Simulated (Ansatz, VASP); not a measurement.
SnO: VASP beside Ansatz

```xyz
4
Lattice="3.8683 0.0000 0.0000 0.0000 3.8683 0.0000 0.3040 0.0000 5.0662" Properties=species:S:1:pos:R:3 pbc="T T T"
Sn    0.0093    1.9341    1.1580
Sn    2.2288    0.0000    3.9082
O     1.9418    1.9341    0.0008
O    -0.0077    0.0000   -0.0008
```

Change from the starting cell: shear of c along a, cell held, atoms relaxed: +6.0 %.

Alike in both runs: functional PBE; k mesh 10 × 10 × 8; occupations gaussian, width 0.01 eV; no spin polarisation.

Ansatz relaxed the structure, and its values are those at the end. VASP's run is a single point on that final structure, the one shown.

|  | VASP | Ansatz |
| --- | --- | --- |
| version | VASP 6.6.1 | Ansatz 0.2.0 |
| potentials or method | VASP PAW PBE potentials, release 64 (Sn_d, O), cutoff 520 eV | scalar-relativistic, plane waves, PAW |
| valence electrons in the cell | 40 | 40 |

```csv
,VASP,Ansatz,Ansatz less VASP
gap on the k mesh at the Fermi level (eV),0.56,0.55,-0.007
least direct gap on the mesh (eV),1.89,1.92,+0.029
pressure (GPa),0.4,0.2,-0.19
rms of the force components (eV/Å),0.031,0.000,-0.0313
```

Ansatz's warnings: stress scf threshold loose.
